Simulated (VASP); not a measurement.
# Zr6GeRu (P-6m2) in VASP: single point with PBE

Aim: the single point of Zr6GeRu with PBE.

Everything below comes from runs of VASP 6.6.1. Logs are shortened: lines on timing, memory, paths and dates and some standing lists are left out, and cuts for length are marked.

## Step 1: The cell of the first run

It takes space group P-6m2 (No. 187, hexagonal). Conventional cell: a = 6.069 Å, b = 6.069 Å, c = 5.116 Å, α = 90.00°, β = 90.00°, γ = 120.00°. Within 3.9 Å of Zr (site symmetry mm2) lie 8 Zr at 2.95 to 3.13 Å and 2 Ru at 3.03 Å and 2 Ge at 3.07 Å. Within 3.9 Å of Zr (site symmetry mm2) lie 8 Zr at 2.93 to 3.14 Å and 2 Ge at 3.03 Å and 2 Ru at 3.07 Å. Within 4.0 Å of Ge (site symmetry -6m2) lie 12 Zr at 3.03 to 3.07 Å. Ru (site symmetry -6m2) has 12 Zr at 3.03 to 3.07 Å within 4.0 Å.

The cell was generated, and may not be a known phase.

## Step 2: Single point, PBE

INCAR

```
ALGO = All ; EDIFF = 1E-6
ENCUT = 620 ; GGA = PE
GGA_COMPAT = F ; ISEARCH = 1
ISIF = 2 ; ISMEAR = 0
KPAR = 4 ; LASPH = T
LCHARG = T ; LREAL = F
LVHAR = T ; LWAVE = F
NBANDS = 60 ; NELM = 300
PREC = Accurate ; SIGMA = 0.1
```

KPOINTS

```
k-points
0
Gamma
  6 6 6
```

POSCAR

```
Zr6GeRu
1.0
    6.0685288922      0.0000000000      0.0000000000
   -3.0342644461      5.2555001843      0.0000000000
    0.0000000000      0.0000000000      5.1158407056
Zr Ge Ru
6 1 1
Direct
    0.9911444199      0.4955722100      0.5000000000
    0.5044277900      0.4955722100      0.5000000000
    0.5044277900      0.0088555801      0.5000000000
    0.6783125873      0.8391562937      0.0000000000
    0.1608437063      0.8391562937      0.0000000000
    0.1608437063      0.3216874127      0.0000000000
    0.6666666667      0.3333333333      0.0000000000
    0.0000000000      0.0000000000      0.5000000000
```

Potentials or basis: VASP PAW PBE potentials, release 64 (Zr_sv, Ge_d, Ru_pv).

Started as:

```bash
> cat potpaw_PBE.64/Zr_sv/POTCAR potpaw_PBE.64/Ge_d/POTCAR potpaw_PBE.64/Ru_pv/POTCAR > POTCAR
> mpirun -np 4 vasp_std > vasp.out
```

OUTCAR:

```text
EDIFF = 1E-6
   ENCUT = 620
   GGA = PE
   ISIF = 2
   ISMEAR = 0
   LASPH = T
   LREAL = F
   NELM = 300
   PREC = Accurate

 ion  position               nearest neighbor table
   1  0.991  0.496  0.500-   2 2.95   3 2.95   8 3.03   8 3.03   7 3.07   7 3.07   2 3.11   3 3.11
                             6 3.13   6 3.13   5 3.13   5 3.13
   2  0.504  0.496  0.500-   1 2.95   3 2.95   8 3.03   8 3.03   7 3.07   7 3.07   1 3.11   3 3.11
                             6 3.13   6 3.13   4 3.13   4 3.13
   3  0.504  0.009  0.500-   1 2.95   2 2.95   8 3.03   8 3.03   7 3.07   7 3.07   2 3.11   1 3.11
                             4 3.13   4 3.13   5 3.13   5 3.13
   4  0.678  0.839  0.000-   5 2.93   6 2.93   7 3.03   7 3.03   8 3.07   8 3.07   3 3.13   3 3.13
                             2 3.13   2 3.13   5 3.14   6 3.14
   5  0.161  0.839  0.000-   4 2.93   6 2.93   7 3.03   7 3.03   8 3.07   8 3.07   3 3.13   3 3.13
                             1 3.13   1 3.13   4 3.14   6 3.14
   6  0.161  0.322  0.000-   4 2.93   5 2.93   7 3.03   7 3.03   8 3.07   8 3.07   1 3.13   1 3.13
                             2 3.13   2 3.13   5 3.14   4 3.14
   7  0.667  0.333  0.000-   6 3.03   4 3.03   5 3.03   5 3.03   6 3.03   4 3.03   1 3.07   1 3.07
                             3 3.07   3 3.07   2 3.07   2 3.07
   8  0.000  0.000  0.500-   3 3.03   1 3.03   2 3.03   2 3.03   3 3.03   1 3.03   5 3.07   5 3.07
                             4 3.07   4 3.07   6 3.07   6 3.07

  LATTYP: Found a hexagonal cell.
 ALAT       =     6.0685288922
 C/A-ratio  =     0.8430116749

  Lattice vectors:

 A1 = (   6.0685288922,   0.0000000000,   0.0000000000)
 A2 = (  -3.0342644461,   5.2555001843,   0.0000000000)
 A3 = (   0.0000000000,   0.0000000000,   5.1158407056)

Analysis of symmetry for initial positions (statically):
=====================================================================
 Subroutine PRICEL returns:
 Original cell was already a primitive cell.

 Routine SETGRP: Setting up the symmetry group for a
 hexagonal supercell.

 Subroutine GETGRP returns: Found 12 space group operations
 (whereof 12 operations were pure point group operations)
 out of a pool of 24 trial point group operations.

The static configuration has the point symmetry D_3h.

Analysis of symmetry for dynamics (positions and initial velocities):
=====================================================================
 Subroutine PRICEL returns:
 Original cell was already a primitive cell.

 Routine SETGRP: Setting up the symmetry group for a
 hexagonal supercell.

 Subroutine GETGRP returns: Found 12 space group operations
 (whereof 12 operations were pure point group operations)
 out of a pool of 24 trial point group operations.

[... 117 lines left out ...]
   NFREE  =      0    steps in history (QN), initial steepest desc. (CG)
   ISIF   =      2    stress and relaxation
   ISYM   =      2    0-nonsym 1-usesym 2-fastsym
   POTIM  = 0.5000    time-step for ionic-motion
   TEBEG  =    0.0;   TEEND  =   0.0 temperature during run
   PSTRESS=    0.0 pullay stress
   NELECT =     100.0000    total number of electrons
   NUPDOWN=      -1.0000    fix difference up-down
   EMIN   =  10.00;   EMAX   =-10.00  energy-range for DOS
   EFERMI =   0.00;   METHOD = LEGACY
   ISMEAR =     0;   SIGMA  =   0.10  broadening in eV -4-tet -1-fermi 0-gaus
   EFERMI_NEDOS =   21; number of points for ismear=-14 and -15
   IALGO  =     58    algorithm
   IMIX   =      4    mixing-type and parameters
     AMIX     =   0.40;   BMIX     =  1.00
     AMIX_MAG =   1.60;   BMIX_MAG =  1.00
  volume/ion in A,a.u.               =      20.40       137.63
  Fermi-wavevector in a.u.,A,eV,Ry     =   1.390604  2.627860 26.310650  1.933778
  Thomas-Fermi vector in A             =   2.514523
   LORBIT       =      0    0 simple, 1 ext, 2 COOP (PROOUT), +10 PAW based schemes
   GGA     = PE    functional components
   LHFCALC =     F    Hartree Fock is set to
   AEXX    =    0.0000 exact exchange contribution
   IVDW    =     0    specifies the selected vdW correction
   LEPSILON=     F    determine dielectric tensor
   LRPA    =     F    only Hartree local field effects (RPA)
 non-spin polarized calculation
 Gauss-broadening in eV      SIGMA  =   0.10
  energy-cutoff  :      620.00
  volume of cell :      163.16
 maximum number of plane-waves:      5757
 NGX is ok and might be reduce to    50
   NGX = 25   NGY = 25   NGZ = 21

 number of electron     100.0000010 magnetization

 Free energy of the ion-electron system (eV)
  ---------------------------------------------------
  ext. energy  EPLUGINS =         0.00000000
  ---------------------------------------------------
  free energy    TOTEN  =       -66.33463333 eV

  energy without entropy =      -66.27297406  energy(sigma->0) =      -66.30380369

 E-fermi :   9.4674     XC(G=0): -11.6140

 val. band max:        9.4639577764   @ k =   0.5000   0.0000   0.1667
 cond. band min:       9.4714569404   @ k =   0.5000   0.0000   0.1667
 fundamental gap:      0.0074991640
 Fermi energy:         9.4674061272

 k-point     1 :       0.0000    0.0000    0.0000
  band No.  band energies     occupation
      1     -39.2424      2.00000
      2     -39.0836      2.00000
      3     -39.0836      2.00000
      4     -39.0723      2.00000
      5     -38.9497      2.00000
      6     -38.9497      2.00000
[... 1501 lines left out ...]
     59      11.7482      0.00000
     60      12.1750      0.00000

 [... further k-points ...]
[... 5 lines left out ...]
  --------------------------------------------------------------------------------------
  -------------------------------------------------------------------------------------
  Total        0.0454006      0.0454006      0.0231705      0.0000000      0.0000000      0.0000000
  in kB        0.4458182      0.4458182      0.2275260      0.0000000      0.0000000      0.0000000
  external PRESSURE =       0.3730541 kB  Pullay stress =       0.0000000 kB

 VOLUME and BASIS-vectors are now :
 -----------------------------------------------------------------------------
  energy-cutoff  :      620.00
  volume of cell :      163.16
      direct lattice vectors                 reciprocal lattice vectors
     6.068528892  0.000000000  0.000000000     0.164784583  0.095138423  0.000000000
    -3.034264446  5.255500184  0.000000000     0.000000000  0.190276846  0.000000000
     0.000000000  0.000000000  5.115840706     0.000000000  0.000000000  0.195471293

 POSITION                                       TOTAL-FORCE (eV/Angst)
 -----------------------------------------------------------------------------------
      4.51109      2.60448      2.55792         0.001879      0.001085      0.000000
      1.55744      2.60448      2.55792        -0.001879      0.001085      0.000000
      3.03426      0.04654      2.55792        -0.000000     -0.002169      0.000000
      1.57014      4.41019      0.00000        -0.000206     -0.000119     -0.000000
     -1.57014      4.41019      0.00000         0.000206     -0.000119     -0.000000
     -0.00000      1.69063      0.00000        -0.000000      0.000238      0.000000
      3.03426      1.75183      0.00000         0.000000      0.000000      0.000000
      0.00000      0.00000      2.55792        -0.000000      0.000000      0.000000
 -----------------------------------------------------------------------------------
    total drift:                                0.000003     -0.000002      0.000000

  FREE ENERGIE OF THE ION-ELECTRON SYSTEM (eV)
  ---------------------------------------------------
  free  energy   TOTEN  =       -66.3346333298 eV

  energy  without entropy=      -66.2729716985  energy(sigma->0) =      -66.30380251
```

OSZICAR:

```text
N       E                     dE             d eps       ncg     rms           ort
DAV:   1     0.144436562935E+04    0.14444E+04   -0.58803E+04  1680   0.290E+03
DAV:   2     0.136277568094E+03   -0.13081E+04   -0.12661E+04  1680   0.883E+02
DAV:   3    -0.495697336561E+02   -0.18585E+03   -0.17994E+03  1680   0.207E+02
DAV:   4    -0.682387798277E+02   -0.18669E+02   -0.18197E+02  1680   0.587E+01
DAV:   5    -0.693937450548E+02   -0.11550E+01   -0.11459E+01  1680   0.128E+01
SDA:   6    -0.628277057741E+02    0.65660E+01   -0.11459E+01  1680   0.179E+02   0.000E+00
CGA:   7    -0.654745708526E+02   -0.26469E+01   -0.25989E+01  1680   0.371E+01  -0.942E-01
CGA:   8    -0.659355731867E+02   -0.46100E+00   -0.45869E+00  1680   0.135E+01   0.160E-02
CGA:   9    -0.662005851257E+02   -0.26501E+00   -0.26523E+00  1680   0.369E+00  -0.135E-01
CGA:  10    -0.662698219479E+02   -0.69237E-01   -0.69240E-01  1680   0.165E+00  -0.822E-03
CGA:  11    -0.663017131259E+02   -0.31891E-01   -0.31893E-01  1680   0.119E+00  -0.654E-04
CGA:  12    -0.663174303351E+02   -0.15717E-01   -0.15707E-01  1680   0.423E-01  -0.348E-03
[... 23 lines left out ...]
CGA:  36    -0.663346325849E+02   -0.12821E-05   -0.13087E-05  1680   0.358E-05  -0.327E-06
CGA:  37    -0.663346333298E+02   -0.74489E-06   -0.74046E-06  1680   0.307E-05   0.403E-06
   1 F= -.66334633E+02 E0= -.66303803E+02  d E =-.616616E-01
```

stdout:

```text
POSCAR found type information on POSCAR ZrGeRu
 POSCAR found :  3 types and       8 ions
 scaLAPACK will be used
 LDA part: xc-table for (Slater+PW92), standard interpolation
 POSCAR, INCAR and KPOINTS ok, starting setup
 FFT: planning ... GRIDC
[... 61 lines left out ...]
 gam= 1.054 trial= 0.415  step=  0.3576 mean=  0.4151
 gam= 0.653 g(H,U,f)=  0.391E-05 0.340E-06 0.412E-07 ort(H,U,f) = 0.806E-06-0.385E-06-0.502E-07
 gam= 0.653 trial= 0.409  step=  0.5771 mean=  0.4093
 gam= 0.834 g(H,U,f)=  0.315E-05 0.380E-06 0.482E-07 ort(H,U,f) =-0.197E-06-0.126E-06-0.401E-08
 gam= 0.834 trial= 0.426  step=  0.4477 mean=  0.4261
 gam= 0.857 g(H,U,f)=  0.232E-05 0.660E-06 0.892E-07 ort(H,U,f) = 0.735E-06-0.274E-06-0.588E-07
 gam= 0.857 trial= 0.428  step=  0.4432 mean=  0.4283
 final diagonalization occupied
```

Wall time 2.2 min (4 MPI ranks of Intel Xeon 6975P-C (Granite Rapids), shared host); peak memory 0.8 GiB.

Results:

* Free energy: -66.3346 eV
* Pressure: 0.0 GPa
* Band gap on the k mesh: zero (bands 50 and 51 overlap by 0.81 eV)

Forces in eV/Å, atoms in the order of the input:
```
Zr   0.002  0.001  0.000
Zr  -0.002  0.001  0.000
Zr   0.000 -0.002  0.000
Zr   0.000  0.000  0.000
Zr   0.000  0.000  0.000
Zr   0.000  0.000  0.000
Ge   0.000  0.000  0.000
Ru   0.000  0.000  0.000
```
